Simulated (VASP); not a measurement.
# Hg2S2 in VASP: further runs, part 2 of 2

VASP 6.6.1.

## (3) Single point, PBE, non-collinear spin, zero start, spin-orbit coupling

INCAR reads:

```
SYSTEM = HgS
  PREC = Accurate
  ENCUT = 520
  EDIFF = 1E-6
  ISMEAR = 0
  SIGMA = 0.01
  LREAL = .False.
  LASPH = .True.
  NELM = 150
  ALGO = Normal
  ISIF = 2
  LWAVE = .False.
  LCHARG = .False.
  MAGMOM = 0 0 0 0 0 0 0 0 0 0 0 0
  LORBIT = 11
  LSORBIT = .True.
  GGA_COMPAT = .False.
  LORBMOM = .True.
  GGA = PE
  NBANDS = 50
```

KPOINTS reads:

```
Automatic mesh
0
Gamma
  1 1 1
  0 0 0
```

POSCAR reads:

```
HgS
1.0
   11.3000000000      0.0000000000      0.0000000000
    0.0000000000      9.0000000000      0.0000000000
    0.0000000000      0.0000000000     13.7600000000
Hg S
2 2
Direct
    0.4999743400      0.5000000000      0.6730298000
    0.4999743400      0.5000000000      0.3270348800
    0.6017185800      0.5000000000      0.5000319800
    0.3982300900      0.5000000000      0.5000319800
```

Potentials or basis: VASP PAW PBE potentials, release 64 (Hg, S).

On the command line:

```bash
> cat potpaw_PBE.64/Hg/POTCAR potpaw_PBE.64/S/POTCAR > POTCAR
> mpirun -np 1 vasp_ncl > vasp.out
```

OUTCAR:

```text
SYSTEM = HgS
   PREC = Accurate
   ENCUT = 520
   EDIFF = 1E-6
   ISMEAR = 0
   LREAL = .False.
   LASPH = .True.
   NELM = 150
   ISIF = 2
   LORBIT = 11
   LSORBIT = .True.
   GGA = PE

 ion  position               nearest neighbor table
   1  0.500  0.500  0.673-   3 2.64   4 2.64
   2  0.500  0.500  0.327-   3 2.64   4 2.64
   3  0.602  0.500  0.500-   4 2.30   2 2.64   1 2.64
   4  0.398  0.500  0.500-   3 2.30   2 2.64   1 2.64

  LATTYP: Found a simple orthorhombic cell.
 ALAT       =     9.0000000000
 B/A-ratio  =     1.2555555556
 C/A-ratio  =     1.5288888889

  Lattice vectors:

 A1 = (   0.0000000000,  -9.0000000000,   0.0000000000)
 A2 = (  11.3000000000,   0.0000000000,   0.0000000000)
 A3 = (   0.0000000000,   0.0000000000,  13.7600000000)

Analysis of symmetry for initial positions (statically):
=====================================================================
 Subroutine PRICEL returns:
 Original cell was already a primitive cell.

 Routine SETGRP: Setting up the symmetry group for a
 simple orthorhombic supercell.

 Subroutine GETGRP returns: Found  8 space group operations
 (whereof  2 operations were pure point group operations)
 out of a pool of  8 trial point group operations.

The static configuration has the point symmetry C_1h.
 The point group associated with its full space group is D_2h.

Analysis of symmetry for dynamics (positions and initial velocities):
=====================================================================
 Subroutine PRICEL returns:
 Original cell was already a primitive cell.

 Routine SETGRP: Setting up the symmetry group for a
 simple orthorhombic supercell.

 Subroutine GETGRP returns: Found  8 space group operations
 (whereof  2 operations were pure point group operations)
 out of a pool of  8 trial point group operations.

The dynamic configuration has the point symmetry C_1h.
 The point group associated with its full space group is D_2h.

Analysis of structural, dynamic, and magnetic symmetry:
=====================================================================
 Subroutine PRICEL returns:
 Original cell was already a primitive cell.

 Routine SETGRP: Setting up the symmetry group for a
 simple orthorhombic supercell.

 Subroutine GETGRP returns: Found  8 space group operations
 (whereof  2 operations were pure point group operations)
 out of a pool of  8 trial point group operations.

The overall configuration has the point symmetry C_1h.
 The point group associated with its full space group is D_2h.

 Subroutine INISYM returns: Found  8 space group operations
 (whereof  2 operations are pure point group operations),
 and found     1 'primitive' translations

----------------------------------------------------------------------------------------

                                     Primitive cell

  volume of cell :    1399.3920

  direct lattice vectors                    reciprocal lattice vectors
    11.300000000  0.000000000  0.000000000     0.088495575  0.000000000  0.000000000
     0.000000000  9.000000000  0.000000000     0.000000000  0.111111111  0.000000000
     0.000000000  0.000000000 13.760000000     0.000000000  0.000000000  0.072674419
[... 182 lines left out ...]
  Total       -1.1621859     -0.0110750     -0.7353436     -0.0000000      0.0000000     -0.0000000
  in kB       -1.3305978     -0.0126799     -0.8419020     -0.0000000      0.0000000     -0.0000000
  external PRESSURE =      -0.7283932 kB  Pullay stress =       0.0000000 kB

 VOLUME and BASIS-vectors are now :
 -----------------------------------------------------------------------------
  energy-cutoff  :      520.00
  volume of cell :     1399.39
      direct lattice vectors                 reciprocal lattice vectors
    11.300000000  0.000000000  0.000000000     0.088495575  0.000000000  0.000000000
     0.000000000  9.000000000  0.000000000     0.000000000  0.111111111  0.000000000
     0.000000000  0.000000000 13.760000000     0.000000000  0.000000000  0.072674419

 POSITION                                       TOTAL-FORCE (eV/Angst)
 -----------------------------------------------------------------------------------
      5.64971      4.50000      9.26089         0.000000      0.000000     -0.142934
      5.64971      4.50000      4.50000         0.000000      0.000000      0.142934
      6.79942      4.50000      6.88044        -0.490180      0.000000      0.000000
      4.50000      4.50000      6.88044         0.490180      0.000000      0.000000
 -----------------------------------------------------------------------------------
    total drift:                                0.000071      0.000000      0.005244

  FREE ENERGIE OF THE ION-ELECTRON SYSTEM (eV)
  ---------------------------------------------------
  free  energy   TOTEN  =        -6.0342171903 eV

  energy  without entropy=       -6.0309892678  energy(sigma->0) =       -6.03260323

 orbital moment (x)

 # of ion     p       d       tot
 ----------------------------------------
  1         0.000  -0.000  -0.000
  2         0.000   0.000   0.000
  3         0.000   0.000   0.000
  4         0.000   0.000   0.000
 ----------------------------------------
            0.000   0.000   0.000

 orbital moment (y)

 # of ion     p       d       tot
 ----------------------------------------
  1         0.000  -0.000  -0.000
  2         0.000   0.000   0.000
  3         0.000   0.000   0.000
  4         0.000   0.000   0.000
 ----------------------------------------
            0.000  -0.000  -0.000

 orbital moment (z)

 # of ion     p       d       tot
 ----------------------------------------
  1         0.000   0.000   0.000
  2         0.000   0.000   0.000
  3         0.000   0.000   0.000
  4         0.000   0.000   0.000
 ----------------------------------------
            0.000   0.000   0.000

 Spin-Orbit-Coupling matrix elements

 Ion:    1  E_soc:     -0.4539023
 l=   1
     0.0000000    -0.0077846    -0.0111578
    -0.0077846     0.0000000    -0.0124488
    -0.0111578    -0.0124488     0.0000000
 l=   2
     0.0000000    -0.0127279     0.0000000    -0.0129355    -0.0512484
    -0.0127279     0.0000000    -0.0404433    -0.0129144    -0.0132303
     0.0000000    -0.0404433     0.0000000    -0.0393538     0.0000000
    -0.0129355    -0.0129144    -0.0393538     0.0000000    -0.0127064
    -0.0512484    -0.0132303     0.0000000    -0.0127064     0.0000000
 l=   3
     0.0000000     0.0000000     0.0000000     0.0000000     0.0000000     0.0000000     0.0000000
     0.0000000     0.0000000     0.0000000     0.0000000     0.0000000     0.0000000     0.0000000
     0.0000000     0.0000000     0.0000000     0.0000000     0.0000000     0.0000000     0.0000000
     0.0000000     0.0000000     0.0000000     0.0000000     0.0000000     0.0000000     0.0000000
[... 49 lines left out ...]
 l=   2
     0.0000000     0.0000000     0.0000000     0.0000000     0.0000000
     0.0000000     0.0000000     0.0000000     0.0000000     0.0000000
     0.0000000     0.0000000     0.0000000     0.0000000     0.0000000
     0.0000000     0.0000000     0.0000000     0.0000000     0.0000000
     0.0000000     0.0000000     0.0000000     0.0000000     0.0000000
 l=   3
     0.0000000     0.0000000     0.0000000     0.0000000     0.0000000     0.0000000     0.0000000
     0.0000000     0.0000000     0.0000000     0.0000000     0.0000000     0.0000000     0.0000000
     0.0000000     0.0000000     0.0000000     0.0000000     0.0000000     0.0000000     0.0000000
     0.0000000     0.0000000     0.0000000     0.0000000     0.0000000     0.0000000     0.0000000
     0.0000000     0.0000000     0.0000000     0.0000000     0.0000000     0.0000000     0.0000000
     0.0000000     0.0000000     0.0000000     0.0000000     0.0000000     0.0000000     0.0000000
     0.0000000     0.0000000     0.0000000     0.0000000     0.0000000     0.0000000     0.0000000

 total charge

# of ion       s       p       d       tot
------------------------------------------
    1        0.874   0.127   9.395  10.396
    2        0.874   0.127   9.395  10.396
    3        1.379   2.197   0.000   3.576
    4        1.379   2.197   0.000   3.576
--------------------------------------------------
tot          4.507   4.648  18.791  27.946

 magnetization (x)

# of ion       s       p       d       tot
------------------------------------------
    1        0.000   0.000   0.000   0.000
    2        0.000   0.000   0.000   0.000
    3        0.000   0.000   0.000   0.000
    4        0.000   0.000   0.000   0.000
--------------------------------------------------
tot          0.000   0.000   0.000   0.000

 magnetization (y)

# of ion       s       p       d       tot
------------------------------------------
    1        0.000   0.000   0.000   0.000
    2        0.000   0.000   0.000   0.000
    3        0.000   0.000   0.000   0.000
    4        0.000   0.000   0.000   0.000
--------------------------------------------------
tot          0.000   0.000   0.000   0.000

 magnetization (z)

# of ion       s       p       d       tot
------------------------------------------
    1       -0.000   0.000   0.000  -0.000
    2        0.000   0.000   0.000   0.000
    3        0.000  -0.000   0.000  -0.000
    4        0.000   0.000   0.000   0.000
--------------------------------------------------
tot         -0.000  -0.000   0.000  -0.000
```

It took 14 min on 1 thread of Intel Xeon Platinum 8259CL at 2.50GHz (Skylake/Cascade Lake), shared host; peak memory 3.3 GiB.

Results:

| Quantity | Value |
| --- | --- |
| Free energy | -6.0342 eV |
| Largest force | 0.490 eV/Å |
| Net moment | 0.00 μB per cell |
| Valence electrons inside the program's atomic spheres | Hg 10.40; S 3.58 |

Forces on the atoms (eV/Å):
```
Hg   0.000  0.000 -0.143
Hg   0.000  0.000  0.143
S   -0.490  0.000  0.000
S    0.490  0.000  0.000
```

Moments on the atoms (μB; x, y, z):
```
Hg  0.00 0.00 0.00
Hg  0.00 0.00 0.00
S   0.00 0.00 0.00
S   0.00 0.00 0.00
```
